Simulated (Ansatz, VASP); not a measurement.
# One calculation of SiC, two programs

```
CELL_PARAMETERS angstrom
-3.07600 0.00000 0.00000
-1.53800 -2.66389 0.00000
0.00000 0.00000 10.84600
ATOMIC_POSITIONS crystal
Si 0.33333 0.33333 0.60854
Si 0.33333 0.33333 0.14312
Si 0.66667 0.66667 0.84126
Si 0.66667 0.66667 0.37583
C 0.33333 0.33333 0.78773
C 0.33333 0.33333 0.32231
C 0.66667 0.66667 0.08959
C 0.66667 0.66667 0.55502
```

Alike in both runs: task single point; functional PBE; k mesh 10 × 10 × 3; occupations gaussian, width 0.05 eV; no spin polarisation.

|  | VASP | Ansatz |
| --- | --- | --- |
| version | VASP 6.6.1 | Ansatz 0.2.0 |
| potentials or method | VASP PAW PBE potentials, release 64 (Si, C), cutoff 600 eV | scalar-relativistic, plane waves, PAW |
| valence electrons in the cell | 32 | 32 |

```csv
,VASP,Ansatz,Ansatz less VASP
gap on the k mesh at the Fermi level (eV),1.59,1.58,-0.002
least direct gap on the mesh (eV),2.74,2.73,-0.004
pressure (GPa),-1.0,-0.8,+0.17
"traceless stress, the component that is largest in VASP (GPa)",-11.03,-10.97,+0.058
rms of the force components (eV/Å),0.590,0.592,+0.0015
```

Atom by atom the forces differ by 0.004 eV/Å (rms over components). With one functional, cell and mesh, what is left measures potentials, basis and numerics.
